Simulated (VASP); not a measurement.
The system is BeTe.

```
Be Te
1.0
     0.00000    2.77000    2.77000
     2.77000    0.00000    2.77000
     2.77000    2.77000    0.00000
Be Te
1 1
Direct
  0.00000 0.00000 0.00000
  0.75000 0.75000 0.75000
```

* Program: VASP 6.6.1
* Task: relaxation of cell and atoms
* Functional: r2SCAN
* Potentials or basis: VASP PAW PBE potentials, release 64 (Be, Te)
* Cutoff: 600 eV
* k mesh: 16 × 16 × 16
* Occupations: fermi-dirac, width 0.1 eV
* Spin: no spin polarisation

At the start: pressure 4.4 GPa; volume 21.25 Å³/atom.

Problem. How do energy, volume and symmetry change on relaxing?

Solution. Over 3 steps the energy falls by 18.9 meV/atom and the volume is 22.69 Å³/atom (+6.8 %); space group F-43m (No. 216, to 0.1 Å) before and after.

Step by step:
| step | energy change (eV) | largest force (eV/Å) | pressure (GPa) | volume (Å³) |
| --- | --- | --- | --- | --- |
| 1 | 0.0000 | 0.0000 | 4.43 | 42.51 |
| 2 | -0.0351 | 0.0000 | -1.05 | 46.23 |
| 3 | -0.0379 | 0.0000 | 0.01 | 45.38 |

Final structure:
```cif
data_structure
_symmetry_space_group_name_H-M 'P 1'
_symmetry_Int_Tables_number 1
_cell_length_a 4.0038
_cell_length_b 4.0038
_cell_length_c 4.0038
_cell_angle_alpha 60.000
_cell_angle_beta 60.000
_cell_angle_gamma 60.000
_cell_volume 45.38
loop_
_atom_site_label
_atom_site_type_symbol
_atom_site_fract_x
_atom_site_fract_y
_atom_site_fract_z
_atom_site_occupancy
Be1 Be 0.00000 0.00000 0.00000 1
Te1 Te 0.75000 0.75000 0.75000 1
```

Caveat: the PAW data sets were made with another functional, which shifts forces and pressure a little.
